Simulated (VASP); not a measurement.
# Ta2H (P-4m2) in VASP: single point with PBEsol

Aim: the single point of Ta2H with PBEsol.

All numbers are computed with VASP 6.6.1; they aren't measurements. Logs are shortened: lines on timing, memory, paths and dates and some standing lists are left out, and cuts for length are marked.

### Step 1. The cell of the first run

The structure is tetragonal, space group P-4m2 (No. 115). Conventional cell: a = 3.350 Å, b = 3.350 Å, c = 3.387 Å, α = 90.00°, β = 90.00°, γ = 90.00°. Ta (site symmetry 2mm) has 2 H at 1.89 Å within 2.5 Å. H (site symmetry -4m2) has 4 Ta at 1.89 Å within 2.5 Å.

### Step 2. Single point, PBEsol

Input file INCAR:

```
SYSTEM = Ta2H
  PREC = Accurate
  ENCUT = 520
  EDIFF = 1E-6
  ISMEAR = 0
  SIGMA = 0.05
  LREAL = .False.
  LASPH = .True.
  NELM = 100
  ALGO = Normal
  ISIF = 2
  LWAVE = .False.
  LCHARG = .False.
  GGA = PS
  NBANDS = 18
```

Input file KPOINTS:

```
regular mesh
0
Gamma
  12 12 12
  0 0 0
```

Input file POSCAR:

```
Ta2H
1.0
    3.3496460247      0.0000000000      0.0000000000
    0.0000000000      3.3496460247      0.0000000000
    0.0000000000      0.0000000000      3.3870614170
Ta H
2 1
Direct
    0.5000000000      0.0000000000      0.7401833421
    0.0000000000      0.5000000000      0.2598166579
    0.0000000000      0.0000000000      0.0000000000
```

Potentials or basis: VASP PAW PBE potentials, release 64 (Ta_pv, H).

Command:

```bash
$ cat potpaw_PBE.64/Ta_pv/POTCAR potpaw_PBE.64/H/POTCAR > POTCAR
$ mpirun -np 1 vasp_std > vasp.out
```

OUTCAR:

```text
SYSTEM = Ta2H
   PREC = Accurate
   ENCUT = 520
   EDIFF = 1E-6
   ISMEAR = 0
   LREAL = .False.
   LASPH = .True.
   NELM = 100
   ISIF = 2
   GGA = PS

 ion  position               nearest neighbor table
   1  0.500  0.000  0.740-   3 1.89   3 1.89   2 2.87   2 2.87   2 2.87   2 2.87   2 2.95   2 2.95
                             2 2.95   2 2.95
   2  0.000  0.500  0.260-   3 1.89   3 1.89   1 2.87   1 2.87   1 2.87   1 2.87   1 2.95   1 2.95
                             1 2.95   1 2.95
   3  0.000  0.000  0.000-   1 1.89   2 1.89   2 1.89   1 1.89

  LATTYP: Found a simple tetragonal cell.
 ALAT       =     3.3496460247
 C/A-ratio  =     1.0111699541

  Lattice vectors:

 A1 = (   3.3496460247,   0.0000000000,   0.0000000000)
 A2 = (   0.0000000000,   3.3496460247,   0.0000000000)
 A3 = (   0.0000000000,   0.0000000000,   3.3870614170)

Analysis of symmetry for initial positions (statically):
=====================================================================
 Subroutine PRICEL returns:
 Original cell was already a primitive cell.

 Routine SETGRP: Setting up the symmetry group for a
 simple tetragonal supercell.

 Subroutine GETGRP returns: Found  8 space group operations
 (whereof  8 operations were pure point group operations)
 out of a pool of 16 trial point group operations.

The static configuration has the point symmetry D_2d.

Analysis of symmetry for dynamics (positions and initial velocities):
=====================================================================
 Subroutine PRICEL returns:
 Original cell was already a primitive cell.

 Routine SETGRP: Setting up the symmetry group for a
 simple tetragonal supercell.

 Subroutine GETGRP returns: Found  8 space group operations
 (whereof  8 operations were pure point group operations)
 out of a pool of 16 trial point group operations.

The dynamic configuration has the point symmetry D_2d.

 Subroutine INISYM returns: Found  8 space group operations
 (whereof  8 operations are pure point group operations),
 and found     1 'primitive' translations

----------------------------------------------------------------------------------------

                                     Primitive cell

  volume of cell :      38.0033

  direct lattice vectors                    reciprocal lattice vectors
     3.349646025  0.000000000  0.000000000     0.298539008  0.000000000  0.000000000
     0.000000000  3.349646025  0.000000000     0.000000000  0.298539008  0.000000000
     0.000000000  0.000000000  3.387061417     0.000000000  0.000000000  0.295241177

  length of vectors
     3.349646025  3.349646025  3.387061417     0.298539008  0.298539008  0.295241177

  position of ions in fractional coordinates (direct lattice)
     0.500000000  0.000000000  0.740183342
     0.000000000  0.500000000  0.259816658
     0.000000000  0.000000000  0.000000000

  ion indices of the primitive-cell ions
   primitive index   ion index
                 1           1
                 2           2
                 3           3

----------------------------------------------------------------------------------------

 KPOINTS: regular mesh

Automatic generation of k-mesh.
 Grid dimensions read from file:
 generate k-points for:   12   12   12

 Generating k-lattice:

  Cartesian coordinates                     Fractional coordinates (reciprocal lattice)
     0.024878251  0.000000000  0.000000000     0.083333333  0.000000000  0.000000000
     0.000000000  0.024878251  0.000000000     0.000000000  0.083333333  0.000000000
     0.000000000  0.000000000  0.024603431     0.000000000  0.000000000  0.083333333

  Length of vectors
     0.024878251  0.024878251  0.024603431

  Shift w.r.t. Gamma in fractional coordinates (k-lattice)
     0.000000000  0.000000000  0.000000000

 Subroutine IBZKPT returns following result:
 ===========================================

 Found    196 irreducible k-points:

 Following reciprocal coordinates:
            Coordinates               Weight
  0.000000  0.000000  0.000000      1.000000
  0.083333  0.000000  0.000000      4.000000
  0.166667  0.000000  0.000000      4.000000
  0.250000  0.000000  0.000000      4.000000
  0.333333  0.000000  0.000000      4.000000
  0.416667  0.000000  0.000000      4.000000
[... 16 lines left out ...]
  0.333333  0.333333  0.000000      4.000000
  0.416667  0.333333  0.000000      8.000000
 [... further k-points ...]
   k-points           NKPTS =    196   k-points in BZ     NKDIM =    196   number of bands    NBANDS=     18
   number of dos      NEDOS =    301   number of ions     NIONS =      3
   total plane-waves  NPLWV =  21952
   dimension x,y,z NGX =    28 NGY =   28 NGZ =   28
   dimension x,y,z NGXF=    56 NGYF=   56 NGZF=   56
   ions per type =               2   1
   NGX,Y,Z   is equivalent  to a cutoff of  13.90, 13.90, 13.74 a.u.
   NGXF,Y,Z  is equivalent  to a cutoff of  27.79, 27.79, 27.49 a.u.
 SYSTEM =  Ta2H
   PREC   = accura    normal or accurate (medium, high low for compatibility)
   ISTART =      0    job   : 0-new  1-cont  2-samecut
   ICHARG =      2    charge: 1-file 2-atom 10-const
   ISPIN  =      1    spin polarized calculation?
   LNONCOLLINEAR =      F non collinear calculations
   LSORBIT =      F    spin-orbit coupling
   LASPH  =      T    aspherical Exc in radial PAW
   ENCUT  =  520.0 eV  38.22 Ry    6.18 a.u.   6.23  6.23  6.30*2*pi/ulx,y,z
   NELM   =    100;   NELMIN=  2; NELMDL= -5     # of ELM steps
   EDIFF  = 0.1E-05   stopping-criterion for ELM
   LREAL  =      F    real-space projection
   EDIFFG = 0.1E-04   stopping-criterion for IOM
   NSW    =      0    number of steps for IOM
   IBRION =     -1    ionic relax: 0-MD 1-quasi-New 2-CG
   NFREE  =      0    steps in history (QN), initial steepest desc. (CG)
   ISIF   =      2    stress and relaxation
   ISYM   =      2    0-nonsym 1-usesym 2-fastsym
   POTIM  = 0.5000    time-step for ionic-motion
   TEBEG  =    0.0;   TEEND  =   0.0 temperature during run
   PSTRESS=    0.0 pullay stress
   NELECT =      23.0000    total number of electrons
   NUPDOWN=      -1.0000    fix difference up-down
   EMIN   =  10.00;   EMAX   =-10.00  energy-range for DOS
   EFERMI =   0.00;   METHOD = LEGACY
   ISMEAR =     0;   SIGMA  =   0.05  broadening in eV -4-tet -1-fermi 0-gaus
   EFERMI_NEDOS =   21; number of points for ismear=-14 and -15
   IALGO  =     38    algorithm
   IMIX   =      4    mixing-type and parameters
     AMIX     =   0.40;   BMIX     =  1.00
     AMIX_MAG =   1.60;   BMIX_MAG =  1.00
  volume/ion in A,a.u.               =      12.67        85.49
  Fermi-wavevector in a.u.,A,eV,Ry     =   1.384768  2.616833 26.090307  1.917584
  Thomas-Fermi vector in A             =   2.509242
   LORBIT       =      0    0 simple, 1 ext, 2 COOP (PROOUT), +10 PAW based schemes
   GGA     = PS    functional components
   LHFCALC =     F    Hartree Fock is set to
   AEXX    =    0.0000 exact exchange contribution
   IVDW    =     0    specifies the selected vdW correction
   LEPSILON=     F    determine dielectric tensor
   LRPA    =     F    only Hartree local field effects (RPA)
 non-spin polarized calculation
 Gauss-broadening in eV      SIGMA  =   0.05
  energy-cutoff  :      520.00
  volume of cell :       38.00
 maximum number of plane-waves:      1064
 NGX is ok and might be reduce to    28
   NGX = 13   NGY = 13   NGZ = 13

 number of electron      22.9999997 magnetization

 Free energy of the ion-electron system (eV)
  ---------------------------------------------------
  ext. energy  EPLUGINS =         0.00000000
  ---------------------------------------------------
  free energy    TOTEN  =       -28.84920280 eV

  energy without entropy =      -28.84668381  energy(sigma->0) =      -28.84794331

 E-fermi :   5.4049     XC(G=0): -12.7059

 val. band max:        5.3902999709   @ k =   0.4167   0.0833   0.1667
 cond. band min:       5.4058717477   @ k =   0.3333   0.0000   0.5000
 fundamental gap:      0.0155717768
 Fermi energy:         5.4048630260

 k-point     1 :       0.0000    0.0000    0.0000
  band No.  band energies     occupation
      1     -28.6398      2.00000
      2     -28.6381      2.00000
      3     -28.6381      2.00000
      4     -27.9086      2.00000
      5     -27.9086      2.00000
      6     -27.9000      2.00000
[... 10 lines left out ...]
     17      11.5368      0.00000
     18      11.6472      0.00000

 k-point     2 :       0.0833    0.0000    0.0000
  band No.  band energies     occupation
      1     -28.6424      2.00000
      2     -28.6260      2.00000
      3     -28.6253      2.00000
      4     -27.9356      2.00000
      5     -27.9198      2.00000
      6     -27.9114      2.00000
[... 10 lines left out ...]
     17      11.4103      0.00000
     18      12.3305      0.00000

 k-point     3 :       0.1667    0.0000    0.0000
  band No.  band energies     occupation
      1     -28.6483      2.00000
      2     -28.5905      2.00000
      3     -28.5872      2.00000
      4     -28.0102      2.00000
      5     -27.9526      2.00000
      6     -27.9456      2.00000
[... 10 lines left out ...]
     17      10.9854      0.00000
     18      11.4762      0.00000

 k-point     4 :       0.2500    0.0000    0.0000
  band No.  band energies     occupation
      1     -28.6503      2.00000
      2     -28.5350      2.00000
      3     -28.5272      2.00000
      4     -28.1166      2.00000
      5     -28.0044      2.00000
      6     -28.0006      2.00000
[... 10 lines left out ...]
     17      10.3640      0.00000
     18      10.4166      0.00000

 k-point     5 :       0.3333    0.0000    0.0000
  band No.  band energies     occupation
      1     -28.6406      2.00000
      2     -28.4652      2.00000
      3     -28.4512      2.00000
      4     -28.2317      2.00000
      5     -28.0732      2.00000
      6     -28.0705      2.00000
[... 10 lines left out ...]
     17       9.6349      0.00000
     18      10.0234      0.00000

 k-point     6 :       0.4167    0.0000    0.0000
  band No.  band energies     occupation
      1     -28.6178      2.00000
      2     -28.3925      2.00000
      3     -28.3823      2.00000
      4     -28.3121      2.00000
      5     -28.1585      2.00000
      6     -28.1405      2.00000
[... 10 lines left out ...]
     17       9.3099      0.00000
     18      10.1225      0.00000

 k-point     7 :       0.5000    0.0000    0.0000
  band No.  band energies     occupation
      1     -28.6015      2.00000
      2     -28.3950      2.00000
      3     -28.3522      2.00000
      4     -28.2627      2.00000
      5     -28.2384      2.00000
      6     -28.1798      2.00000
[... 10 lines left out ...]
     17       9.4258      0.00000
     18      10.1019      0.00000

 k-point     8 :       0.0833    0.0833    0.0000
  band No.  band energies     occupation
      1     -28.6643      2.00000
      2     -28.6131      2.00000
      3     -28.5950      2.00000
      4     -27.9831      2.00000
      5     -27.9234      2.00000
      6     -27.9080      2.00000
[... 10 lines left out ...]
     17      11.6172      0.00000
     18      12.6528      0.00000
[... 229 lines left out ...]
     17      12.0063      0.00000
     18      12.2758      0.00000

 k-point    20 :       0.3333    0.2500    0.0000
  band No.  band energies     occupation
      1     -28.8811      2.00000
      2     -28.5534      2.00000
      3     -28.3806      2.00000
      4     -28.2329      2.00000
      5     -28.1138      2.00000
      6     -27.9136      2.00000
[... 10 lines left out ...]
     17      11.5051      0.00000
     18      11.8483      0.00000

 k-point    21 :       0.4167    0.2500    0.0000
  band No.  band energies     occupation
      1     -28.9045      2.00000
      2     -28.6367      2.00000
      3     -28.3163      2.00000
      4     -28.1950      2.00000
      5     -28.1432      2.00000
      6     -27.9374      2.00000
[... 10 lines left out ...]
     17      10.6190      0.00000
     18      11.3252      0.00000

 k-point    22 :       0.5000    0.2500    0.0000
  band No.  band energies     occupation
      1     -28.9107      2.00000
      2     -28.6682      2.00000
      3     -28.2528      2.00000
      4     -28.2459      2.00000
      5     -28.1236      2.00000
      6     -27.9528      2.00000
[... 10 lines left out ...]
     17      10.3483      0.00000
     18      10.8282      0.00000

 k-point    23 :       0.3333    0.3333    0.0000
  band No.  band energies     occupation
      1     -28.9525      2.00000
      2     -28.6597      2.00000
      3     -28.3389      2.00000
      4     -28.1764      2.00000
      5     -28.1246      2.00000
      6     -27.8936      2.00000
[... 10 lines left out ...]
     17      11.3330      0.00000
     18      12.2316      0.00000

 k-point    24 :       0.4167    0.3333    0.0000
  band No.  band energies     occupation
      1     -28.9977      2.00000
      2     -28.7324      2.00000
      3     -28.2912      2.00000
      4     -28.1990      2.00000
      5     -28.0850      2.00000
      6     -27.8914      2.00000
[... 10 lines left out ...]
     17      10.7696      0.00000
     18      12.0861      0.00000

 [... further k-points ...]
[... 5 lines left out ...]
  --------------------------------------------------------------------------------------
  -------------------------------------------------------------------------------------
  Total        0.0006471      0.0006471      0.0978481      0.0000000      0.0000000      0.0000000
  in kB        0.0272812      0.0272812      4.1251706      0.0000000      0.0000000      0.0000000
  external PRESSURE =       1.3932443 kB  Pullay stress =       0.0000000 kB

 VOLUME and BASIS-vectors are now :
 -----------------------------------------------------------------------------
  energy-cutoff  :      520.00
  volume of cell :       38.00
      direct lattice vectors                 reciprocal lattice vectors
     3.349646025  0.000000000  0.000000000     0.298539008  0.000000000  0.000000000
     0.000000000  3.349646025  0.000000000     0.000000000  0.298539008  0.000000000
     0.000000000  0.000000000  3.387061417     0.000000000  0.000000000  0.295241177

 POSITION                                       TOTAL-FORCE (eV/Angst)
 -----------------------------------------------------------------------------------
      1.67482      0.00000      2.50705        -0.000000      0.000000     -0.020925
      0.00000      1.67482      0.88001         0.000000      0.000000      0.020925
      0.00000      0.00000      0.00000        -0.000000      0.000000     -0.000000
 -----------------------------------------------------------------------------------
    total drift:                                0.000000      0.000000      0.000000

  FREE ENERGIE OF THE ION-ELECTRON SYSTEM (eV)
  ---------------------------------------------------
  free  energy   TOTEN  =       -28.8492027995 eV

  energy  without entropy=      -28.8466838135  energy(sigma->0) =      -28.84794331
```

It took 38 s on 1 thread of Intel Xeon 6975P-C (Granite Rapids), shared host; peak memory 0.24 GiB.

Results:

```
Free energy   : -28.8492 eV
Pressure      : 0.1 GPa
Largest force : 0.021 eV/Å
```

Forces on the atoms (eV/Å):
```
Ta   0.000  0.000 -0.021
Ta   0.000  0.000  0.021
H    0.000  0.000  0.000
```

Levels at points of the mesh, in eV from the Fermi level:
| k point | band 8 | band 9 | band 10 | band 11 | band 12 | band 13 | band 14 | band 15 | band 16 | band 17 |
| --- | --- | --- | --- | --- | --- | --- | --- | --- | --- | --- |
| (0.00, 0.00, 0.00) | -5.01 | -3.88 | 0.29 | 0.29 | 0.55 | 3.17 | 3.43 | 4.76 | 6.13 | 6.13 |
| (0.50, 0.00, 0.00) | -3.83 | -1.56 | -1.00 | -0.34 | 0.82 | 1.01 | 1.10 | 2.42 | 2.95 | 4.02 |
| (0.50, 0.50, 0.00) | -4.51 | -4.51 | -1.56 | -0.60 | 1.40 | 3.44 | 3.44 | 4.32 | 4.32 | 6.82 |
| (0.00, 0.00, 0.50) | -4.22 | -1.93 | -1.46 | 0.53 | 0.53 | 1.19 | 1.19 | 2.62 | 3.11 | 3.76 |
| (0.50, 0.00, 0.50) | -4.24 | -1.92 | -1.52 | -0.70 | 1.09 | 3.17 | 3.24 | 4.27 | 4.40 | 7.00 |
| (0.50, 0.50, 0.50) | -1.58 | -1.58 | -1.43 | -1.37 | -1.10 | 4.29 | 4.29 | 4.58 | 4.58 | 5.99 |

Caveat: the PAW data sets were made with another functional, which shifts forces and pressure a little; spin-orbit coupling is left out, which moves the levels of the heavy elements.
